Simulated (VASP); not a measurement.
Input of a VASP 6.6.1 run:

Contents of INCAR:

```
SYSTEM = PtSe2
ALGO = Normal
EDIFF = 1E-6
ENCUT = 520
GGA = PE
ISIF = 2
ISMEAR = 0
LASPH = .True.
LCHARG = .False.
LREAL = .False.
LWAVE = .False.
NBANDS = 18
NELM = 100
PREC = Accurate
SIGMA = 0.05
```

The input KPOINTS:

```
k-points
0
Gamma
  12 12 6
  0 0 0
```

POSCAR

```
PtSe2
1.0
    4.0413554153      0.0000000000      0.0000000000
   -2.0206777077      3.4999164554      0.0000000000
    0.0000000000      0.0000000000      5.6246934247
Pt Se
1 2
Direct
    0.0000000000      0.0000000000      0.0000000000
    0.3333333333      0.6666666667      0.2001869949
    0.6666666667      0.3333333333      0.7998130051
```

Potentials or basis: VASP PAW PBE potentials, release 64 (Pt, Se).

Run with:

```console
$ cat potpaw_PBE.64/Pt/POTCAR potpaw_PBE.64/Se/POTCAR > POTCAR
$ mpirun -np 1 vasp_std > vasp.out
```

(1) Predict the largest force.

(2) What does it give for the band gap on the k mesh?

Results:

(1) 0.243 eV/Å.

(2) 0.20 eV, indirect (least direct gap 0.21 eV).

Caveat: spin-orbit coupling is left out, which moves the levels of the heavy elements.
